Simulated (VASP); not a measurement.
# CuO (C2/c) in VASP: settings compared

CuO is run at these levels: LDA, PBEsol, PBE; tasks: single point.

All numbers are computed with VASP 6.6.1; they aren't measurements. Logs are shortened: lines on timing, memory, paths and dates and some standing lists are left out, and cuts for length are marked.

## (1) The cell of the first run

The typed cell holds 4 atoms: a = 2.854 Å, b = 2.854 Å, c = 5.048 Å, α = 89.98°, β = 89.98°, γ = 89.90°.

## (2) Single point, LDA

Contents of INCAR:

```
PREC = Accurate
ENCUT = 520
EDIFF = 1E-6
ISMEAR = -1
SIGMA = 0.05
LREAL = F
LASPH = T
NELM = 100
ALGO = Normal
ISIF = 2
LWAVE = F
LCHARG = F
GGA = CA
NBANDS = 25
```

Contents of KPOINTS:

```
Automatic mesh
0
Gamma
  7 7 4
```

Contents of POSCAR:

```
CuO
1.0
    2.8539074515     -0.0168456853     -0.0043321487
    0.0218810829      2.8538686734     -0.0043198171
    0.0094513044      0.0093312836      5.0475450582
Cu O
2 2
Direct
    0.0000000000      0.5000000000      0.0000000000
    0.5000000000      0.0000000000      0.5000000000
    0.9998590318      0.0001450126      0.7499993456
    0.0001409682      0.9998549874      0.2500006544
```

Potentials or basis: VASP PAW LDA potentials, release 64 (Cu, O).

Launch:

```console
> cat potpaw_LDA.64/Cu/POTCAR potpaw_LDA.64/O/POTCAR > POTCAR
> mpirun -np 1 vasp_std > vasp.out
```

OUTCAR:

```text
PREC = Accurate
   ENCUT = 520
   EDIFF = 1E-6
   ISMEAR = -1
   LREAL = F
   LASPH = T
   NELM = 100
   ISIF = 2
   GGA = CA

 ion  position               nearest neighbor table
   1  0.000  0.500  0.000-   3 1.90   4 1.90   4 1.90   3 1.90
   2  0.500  0.000  0.500-   4 1.90   3 1.90   4 1.90   3 1.90
   3  1.000  0.000  0.750-   2 1.90   1 1.90   1 1.90   2 1.90
   4  0.000  1.000  0.250-   2 1.90   1 1.90   1 1.90   2 1.90

  LATTYP: Found a base centered monoclinic cell.
 ALAT       =     4.0396700343
 B/A-ratio  =     0.9982348556
 C/A-ratio  =     1.2494987187
 COS(beta)  =    -0.0004895338

  Lattice vectors:

 A1 = (  -2.8539074515,   0.0168456853,   0.0043321487)
 A2 = (  -0.0218810829,  -2.8538686734,   0.0043198171)
 A3 = (   0.0094513044,   0.0093312836,   5.0475450582)

Analysis of symmetry for initial positions (statically):
=====================================================================
 Subroutine PRICEL returns:
 Original cell was already a primitive cell.

 Routine SETGRP: Setting up the symmetry group for a
 base centered monoclinic supercell.

 Subroutine GETGRP returns: Found  4 space group operations
 (whereof  2 operations were pure point group operations)
 out of a pool of  4 trial point group operations.

The static configuration has the point symmetry S_2 .
 The point group associated with its full space group is C_2h.

Analysis of symmetry for dynamics (positions and initial velocities):
=====================================================================
 Subroutine PRICEL returns:
 Original cell was already a primitive cell.

 Routine SETGRP: Setting up the symmetry group for a
 base centered monoclinic supercell.

 Subroutine GETGRP returns: Found  4 space group operations
 (whereof  2 operations were pure point group operations)
 out of a pool of  4 trial point group operations.

The dynamic configuration has the point symmetry S_2 .
 The point group associated with its full space group is C_2h.

 Subroutine INISYM returns: Found  4 space group operations
 (whereof  2 operations are pure point group operations),
 and found     1 'primitive' translations

----------------------------------------------------------------------------------------

                                     Primitive cell

  volume of cell :      41.1127

  direct lattice vectors                    reciprocal lattice vectors
     2.853907452 -0.016845685 -0.004332149     0.350379935 -0.002687406 -0.000651103
     0.021881083  2.853868673 -0.004319817     0.002067218  0.350384712 -0.000651619
     0.009451304  0.009331284  5.047545058     0.000302489  0.000297562  0.198114995

  length of vectors
     2.853960456  2.853955824  5.047562532     0.350390846  0.350391416  0.198115449

  position of ions in fractional coordinates (direct lattice)
     1.000000000  0.500000000  1.000000000
     0.500000000  1.000000000  0.500000000
     0.999859032  0.000145013  0.749999346
     0.000140968  0.999854987  0.250000654

  ion indices of the primitive-cell ions
   primitive index   ion index
                 1           1
                 2           2
                 3           3
                 4           4

----------------------------------------------------------------------------------------

 KPOINTS: Automatic mesh

Automatic generation of k-mesh.
 Grid dimensions read from file:
 generate k-points for:    7    7    4

 Generating k-lattice:

  Cartesian coordinates                     Fractional coordinates (reciprocal lattice)
     0.050054276 -0.000383915 -0.000093015     0.142857143  0.000000000  0.000000000
     0.000295317  0.050054959 -0.000093088    -0.000000000  0.142857143  0.000000000
     0.000075622  0.000074390  0.049528749    -0.000000000 -0.000000000  0.250000000

  Length of vectors
     0.050055835  0.050055917  0.049528862

  Shift w.r.t. Gamma in fractional coordinates (k-lattice)
     0.000000000  0.000000000  0.000000000

 Subroutine IBZKPT returns following result:
 ===========================================

 Found     60 irreducible k-points:

 Following reciprocal coordinates:
            Coordinates               Weight
  0.000000  0.000000  0.000000      1.000000
  0.142857  0.000000  0.000000      4.000000
  0.285714  0.000000  0.000000      4.000000
  0.428571  0.000000  0.000000      4.000000
  0.142857  0.142857  0.000000      2.000000
  0.285714  0.142857  0.000000      4.000000
[... 16 lines left out ...]
 -0.142857 -0.000000  0.250000      4.000000
  0.142857  0.142857  0.250000      2.000000
 [... further k-points ...]
   k-points           NKPTS =     60   k-points in BZ     NKDIM =     60   number of bands    NBANDS=     25
   number of dos      NEDOS =    301   number of ions     NIONS =      4
   total plane-waves  NPLWV =  23040
   dimension x,y,z NGX =    24 NGY =   24 NGZ =   40
   dimension x,y,z NGXF=    48 NGYF=   48 NGZF=   80
   ions per type =               2   2
   NGX,Y,Z   is equivalent  to a cutoff of  13.98, 13.98, 13.17 a.u.
   NGXF,Y,Z  is equivalent  to a cutoff of  27.96, 27.96, 26.35 a.u.
 SYSTEM =  unknown system
   PREC   = accura    normal or accurate (medium, high low for compatibility)
   ISTART =      0    job   : 0-new  1-cont  2-samecut
   ICHARG =      2    charge: 1-file 2-atom 10-const
   ISPIN  =      1    spin polarized calculation?
   LNONCOLLINEAR =      F non collinear calculations
   LSORBIT =      F    spin-orbit coupling
   LASPH  =      T    aspherical Exc in radial PAW
   ENCUT  =  520.0 eV  38.22 Ry    6.18 a.u.   5.31  5.31  9.39*2*pi/ulx,y,z
   NELM   =    100;   NELMIN=  2; NELMDL= -5     # of ELM steps
   EDIFF  = 0.1E-05   stopping-criterion for ELM
   LREAL  =      F    real-space projection
   EDIFFG = 0.1E-04   stopping-criterion for IOM
   NSW    =      0    number of steps for IOM
   IBRION =     -1    ionic relax: 0-MD 1-quasi-New 2-CG
   NFREE  =      0    steps in history (QN), initial steepest desc. (CG)
   ISIF   =      2    stress and relaxation
   ISYM   =      2    0-nonsym 1-usesym 2-fastsym
   POTIM  = 0.5000    time-step for ionic-motion
   TEBEG  =    0.0;   TEEND  =   0.0 temperature during run
   PSTRESS=    0.0 pullay stress
   NELECT =      34.0000    total number of electrons
   NUPDOWN=      -1.0000    fix difference up-down
   EMIN   =  10.00;   EMAX   =-10.00  energy-range for DOS
   EFERMI =   0.00;   METHOD = LEGACY
   ISMEAR =    -1;   SIGMA  =   0.05  broadening in eV -4-tet -1-fermi 0-gaus
   EFERMI_NEDOS =   21; number of points for ismear=-14 and -15
   IALGO  =     38    algorithm
   IMIX   =      4    mixing-type and parameters
     AMIX     =   0.40;   BMIX     =  1.00
     AMIX_MAG =   1.60;   BMIX_MAG =  1.00
  volume/ion in A,a.u.               =      10.28        69.36
  Fermi-wavevector in a.u.,A,eV,Ry     =   1.536653  2.903853 32.127461  2.361302
  Thomas-Fermi vector in A             =   2.643271
   LORBIT       =      0    0 simple, 1 ext, 2 COOP (PROOUT), +10 PAW based schemes
   GGA     = CA    functional components
   LHFCALC =     F    Hartree Fock is set to
   AEXX    =    0.0000 exact exchange contribution
   IVDW    =     0    specifies the selected vdW correction
   LEPSILON=     F    determine dielectric tensor
   LRPA    =     F    only Hartree local field effects (RPA)
 non-spin polarized calculation
  energy-cutoff  :      520.00
  volume of cell :       41.11
 maximum number of plane-waves:      1138
 NGX is ok and might be reduce to    24
   NGX = 11   NGY = 11   NGZ = 19

 number of electron      33.9999970 magnetization

 Free energy of the ion-electron system (eV)
  ---------------------------------------------------
  ext. energy  EPLUGINS =         0.00000000
  ---------------------------------------------------
  free energy    TOTEN  =       -23.34144464 eV

  energy without entropy =      -23.32831867  energy(sigma->0) =      -23.33488166

 E-fermi :   5.5530     XC(G=0): -12.2659

 val. band max:        5.5235068573   @ k =   0.1429   0.0000   0.2500
 cond. band min:       5.5676223730   @ k =  -0.2857   0.1429   0.5000
 fundamental gap:      0.0441155157
 Fermi energy:         5.5529781192

 k-point     1 :       0.0000    0.0000    0.0000
  band No.  band energies     occupation
      1     -14.6351      2.00000
      2     -13.0766      2.00000
      3      -3.3741      2.00000
      4      -0.4442      2.00000
      5      -0.4403      2.00000
      6       1.3486      2.00000
[... 17 lines left out ...]
     24      20.3805      0.00000
     25      20.5444      0.00000

 k-point     2 :       0.1429    0.0000    0.0000
  band No.  band energies     occupation
      1     -14.5072      2.00000
      2     -13.0399      2.00000
      3      -3.1729      2.00000
      4      -0.5537      2.00000
      5      -0.3842      2.00000
      6       0.3785      2.00000
[... 17 lines left out ...]
     24      20.6698      0.00000
     25      20.7505      0.00000

 k-point     3 :       0.2857    0.0000    0.0000
  band No.  band energies     occupation
      1     -14.2006      2.00000
      2     -12.9563      2.00000
      3      -2.6844      2.00000
      4      -1.1290      2.00000
      5      -0.6953      2.00000
      6      -0.2492      2.00000
[... 17 lines left out ...]
     24      20.2067      0.00000
     25      20.9822      0.00000

 k-point     4 :       0.4286    0.0000    0.0000
  band No.  band energies     occupation
      1     -13.9313      2.00000
      2     -12.8878      2.00000
      3      -2.2569      2.00000
      4      -2.1075      2.00000
      5      -0.6706      2.00000
      6      -0.1351      2.00000
[... 17 lines left out ...]
     24      18.5924      0.00000
     25      20.6726      0.00000

 k-point     5 :       0.1429    0.1429    0.0000
  band No.  band energies     occupation
      1     -14.3815      2.00000
      2     -13.0055      2.00000
      3      -2.9707      2.00000
      4      -0.5358      2.00000
      5      -0.4435      2.00000
      6       0.2696      2.00000
[... 17 lines left out ...]
     24      18.5971      0.00000
     25      20.9423      0.00000

 k-point     6 :       0.2857    0.1429    0.0000
  band No.  band energies     occupation
      1     -14.0801      2.00000
      2     -12.9266      2.00000
      3      -2.4769      2.00000
      4      -1.0607      2.00000
      5      -0.6266      2.00000
      6      -0.3280      2.00000
[... 17 lines left out ...]
     24      18.8586      0.00000
     25      20.7217      0.00000
[... 393 lines left out ...]
 k-point    21 :      -0.4286   -0.0000    0.2500
  band No.  band energies     occupation
      1     -13.8196      2.00000
      2     -13.0365      2.00000
      3      -2.0069      2.00000
      4      -1.9435      2.00000
      5      -0.7712      2.00000
      6      -0.3088      2.00000
[... 17 lines left out ...]
     24      20.1358      0.00000
     25      20.8417      0.00000

 k-point    22 :      -0.2857   -0.0000    0.2500
  band No.  band energies     occupation
      1     -14.0514      2.00000
      2     -13.1627      2.00000
      3      -2.2575      2.00000
      4      -1.0696      2.00000
      5      -0.6562      2.00000
      6      -0.3403      2.00000
[... 17 lines left out ...]
     24      20.2302      0.00000
     25      21.1011      0.00000

 k-point    23 :      -0.1429   -0.0000    0.2500
  band No.  band energies     occupation
      1     -14.3287      2.00000
      2     -13.3009      2.00000
      3      -2.5721      2.00000
      4      -0.5874      2.00000
      5      -0.3914      2.00000
      6       0.4340      2.00000
[... 17 lines left out ...]
     24      20.0441      0.00000
     25      20.9996      0.00000

 k-point    24 :       0.1429    0.1429    0.2500
  band No.  band energies     occupation
      1     -14.2119      2.00000
      2     -13.2474      2.00000
      3      -2.4269      2.00000
      4      -0.7059      2.00000
      5      -0.4130      2.00000
      6       0.4263      2.00000
[... 17 lines left out ...]
     24      18.9275      0.00000
     25      20.4428      0.00000

 [... further k-points ...]

------------------------ aborting loop because EDIFF is reached ----------------------------------------

  FORCE on cell =-STRESS in cart. coord.  units (eV):
  Direction    XX          YY          ZZ          XY          YZ          ZX
  --------------------------------------------------------------------------------------
  -------------------------------------------------------------------------------------
  Total        0.1545622      0.1546408      0.2669152     -0.0029138     -0.0005000     -0.0005054
  in kB        6.0233460      6.0264084     10.4017800     -0.1135515     -0.0194857     -0.0196960
  external PRESSURE =       7.4838448 kB  Pullay stress =       0.0000000 kB

 VOLUME and BASIS-vectors are now :
 -----------------------------------------------------------------------------
  energy-cutoff  :      520.00
  volume of cell :       41.11
      direct lattice vectors                 reciprocal lattice vectors
     2.853907452 -0.016845685 -0.004332149     0.350379935 -0.002687406 -0.000651103
     0.021881083  2.853868673 -0.004319817     0.002067218  0.350384712 -0.000651619
     0.009451304  0.009331284  5.047545058     0.000302489  0.000297562  0.198114995

 POSITION                                       TOTAL-FORCE (eV/Angst)
 -----------------------------------------------------------------------------------
      0.01094      1.42693     -0.00216        -0.000000     -0.000000      0.000000
      1.43168     -0.00376      2.52161        -0.000000     -0.000000      0.000000
      2.86060     -0.00943      3.78132         0.000133     -0.000135     -0.000000
      0.02464      2.85579      1.25757        -0.000133      0.000135      0.000000
 -----------------------------------------------------------------------------------
    total drift:                                0.000000     -0.000000     -0.000000

  FREE ENERGIE OF THE ION-ELECTRON SYSTEM (eV)
  ---------------------------------------------------
  free  energy   TOTEN  =       -23.3414446436 eV

  energy  without entropy=      -23.3283186698  energy(sigma->0) =      -23.33488166
```

Wall time 77 s (1 thread of Intel Xeon 8259CL, shared host); peak memory 0.18 GiB.

Results:

* Free energy: -23.3414 eV
* Pressure: 0.7 GPa
* Band gap on the k mesh: zero (bands 17 and 18 overlap by 1.21 eV)

Caveat: semilocal functionals often make such compounds metallic where correlation or magnetic order opens a gap, which also shifts bond lengths. With open d or f shells a metallic result of LDA can be an artefact of self-interaction; +U or a hybrid may open a gap.

## (3) Single point, PBEsol

This run uses another cell than the first one, of 10.66 Å³/atom.

Contents of INCAR:

```
SYSTEM = CuO
PREC = Accurate
ENCUT = 520
EDIFF = 1E-6
ISMEAR = -1
SIGMA = 0.05
LREAL = .FALSE.
LASPH = .TRUE.
NELM = 60
ALGO = Normal
ISIF = 2
LWAVE = .FALSE.
LCHARG = .FALSE.
GGA = PS
NBANDS = 25
```

Contents of KPOINTS:

```
regular mesh
0
G
  7 7 4
  0 0 0
```

Contents of POSCAR:

```
CuO
1.0
    2.8933888062     -0.0160835517     -0.0042843458
    0.0231788914      2.8933440173     -0.0042688155
    0.0097816841      0.0096628063      5.0944025700
Cu O
2 2
Direct
    0.0000000000      0.5000000000      0.0000000000
    0.5000000000      0.0000000000      0.5000000000
    0.9998279426      0.0001763378      0.7499998506
    0.0001720574      0.9998236622      0.2500001494
```

Potentials or basis: VASP PAW PBE potentials, release 64 (Cu, O).

Launch:

```console
> cat potpaw_PBE.64/Cu/POTCAR potpaw_PBE.64/O/POTCAR > POTCAR
> mpirun -np 1 vasp_std > vasp.out
```

Run time: 81 s. Hardware: 1 thread of Intel Xeon 8259CL, shared host; peak memory 0.19 GiB.

The run converged. Its results:

| Item | Value |
| --- | --- |
| Free energy | -21.4941 eV |
| Pressure | 0.7 GPa |
| Band gap on the k mesh | zero (bands 17 and 18 overlap by 1.18 eV) |

Stress tensor (GPa, compression positive):
```
 0.56 -0.01  0.00
-0.01  0.56  0.00
 0.00  0.00  0.97
```

Levels at points of the mesh, in eV from the Fermi level:
| k point | band 13 | band 14 | band 15 | band 16 | band 17 | band 18 | band 19 | band 20 | band 21 | band 22 |
| --- | --- | --- | --- | --- | --- | --- | --- | --- | --- | --- |
| (0.00, 0.00, 0.00) | -2.53 | -2.50 | -2.40 | -2.01 | 0.69 | 0.69 | 1.45 | 6.01 | 7.41 | 13.25 |
| (0.00, 0.00, 0.50) | -2.40 | -2.40 | -1.62 | -1.62 | 0.08 | 0.08 | 3.51 | 3.51 | 11.70 | 11.70 |

Caveat: the PAW data sets were made with another functional, which shifts forces and pressure a little; semilocal functionals often make such compounds metallic where correlation or magnetic order opens a gap, which also shifts bond lengths. With open d or f shells a metallic result of PBEsol can be an artefact of self-interaction; +U or a hybrid may open a gap.

## (4) Single point, PBE

This run uses another cell than the first one, of 11.19 Å³/atom.

Changes to INCAR since step 3:

```diff
@@ -12,4 +12,6 @@
 LWAVE = .FALSE.
-LCHARG = .FALSE.
-GGA = PS
+LCHARG = .TRUE.
+GGA = PE
+LELF = .TRUE.
+LVHAR = .TRUE.
 NBANDS = 25
```

Contents of KPOINTS:

```
Automatic mesh
0
G
  7 7 4
  0 0 0
```

Contents of POSCAR:

```
CuO
1.0
    2.9473031210     -0.0171610990     -0.0045462878
    0.0228330056      2.9472683900     -0.0045345967
    0.0096319250      0.0095078880      5.1545033682
Cu O
2 2
Direct
    0.0000000000      0.5000000000      0.0000000000
    0.5000000000      0.0000000000      0.5000000000
    0.9998798976      0.0001224561      0.7499997003
    0.0001201024      0.9998775439      0.2500002997
```

Launch:

```console
> cat potpaw_PBE.64/Cu/POTCAR potpaw_PBE.64/O/POTCAR > POTCAR
> mpirun -np 1 vasp_std > vasp.out
```

Run time: 81 s. Hardware: 1 thread of Intel Xeon 8259CL, shared host; peak memory 0.19 GiB.

The run converged. Its results:

```yaml
Free_energy: -19.7476 eV
Pressure: 0.6 GPa
Band_gap_on_the_k_mesh: zero (bands 17 and 18 overlap by 1.15 eV)
```

Stress tensor (GPa, compression positive):
```
 0.47 -0.01  0.00
-0.01  0.47  0.00
 0.00  0.00  0.83
```

Levels at points of the mesh, in eV from the Fermi level:
| k point | band 13 | band 14 | band 15 | band 16 | band 17 | band 18 | band 19 | band 20 | band 21 | band 22 |
| --- | --- | --- | --- | --- | --- | --- | --- | --- | --- | --- |
| (0.00, 0.00, 0.00) | -2.40 | -2.38 | -2.29 | -1.91 | 0.65 | 0.65 | 1.37 | 6.07 | 7.24 | 13.15 |
| (0.00, 0.00, 0.50) | -2.27 | -2.27 | -1.56 | -1.56 | 0.09 | 0.09 | 3.43 | 3.44 | 11.58 | 11.58 |

Caveat: semilocal functionals often make such compounds metallic where correlation or magnetic order opens a gap, which also shifts bond lengths. With open d or f shells a metallic result of PBE can be an artefact of self-interaction; +U or a hybrid may open a gap.

## (5) The runs side by side

| level | potentials or basis | cell | gap on the mesh (eV) | pressure (GPa) |
| --- | --- | --- | --- | --- |
| LDA | VASP PAW LDA potentials, release 64 (Cu, O) | a = 2.854, b = 2.854, c = 5.048 Å, angles 90.0, 90.0, 89.9°, 4 atoms | none | 0.7 |
| PBEsol | VASP PAW PBE potentials, release 64 (Cu, O) | a = 2.893, b = 2.893, c = 5.094 Å, angles 90.0, 90.0, 89.9°, 4 atoms | none | 0.7 |
| PBE | VASP PAW PBE potentials, release 64 (Cu, O) | a = 2.947, b = 2.947, c = 5.155 Å, angles 90.0, 90.0, 89.9°, 4 atoms | none | 0.6 |

Alike in all rows: task single point; no spin polarisation; k mesh 7 × 7 × 4; cutoff (eV) 520; smearing fermi-dirac 0.05 eV.

Caveats: semilocal functionals often make such compounds metallic where correlation or magnetic order opens a gap, which also shifts bond lengths; the PAW data sets were made with another functional, which shifts forces and pressure a little (at least some runs).

Total energies depend on the potentials used, so only differences within one code and one set of settings carry meaning.
